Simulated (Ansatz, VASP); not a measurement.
**One calculation of GaS2, two programs**

```
Ga S
1.0
     3.91112    0.00000    0.00000
    -1.95556    3.38713    0.00000
     0.00000    0.00000    4.22297
Ga S
1 2
Direct
  0.00000 0.00000 0.00000
  0.33333 0.66667 0.50000
  0.66667 0.33333 0.50000
```

Alike in both runs: task single point; functional PBE; k mesh 6 × 6 × 4; occupations gaussian, width 0.1 eV; no spin polarisation.

|  | VASP | Ansatz |
| --- | --- | --- |
| version | VASP 6.6.1 | Ansatz 0.2.0 |
| potentials or method | VASP PAW PBE potentials, release 64 (Ga_d, S), cutoff 520 eV | scalar-relativistic, plane waves, PAW |
| valence electrons in the cell | 25 | 25 |

```csv
,VASP,Ansatz,Ansatz less VASP
gap on the k mesh at the Fermi level (eV),none,none,-
pressure (GPa),10.4,10.5,+0.11
"traceless stress, the component that is largest in VASP (GPa)",-8.94,-9.02,-0.076
```

A gap of «none» marks a metal or a gap that the smearing closes. With one functional, cell and mesh, what is left measures potentials, basis and numerics.

The k mesh is coarse, so the values compare programs but aren't converged.
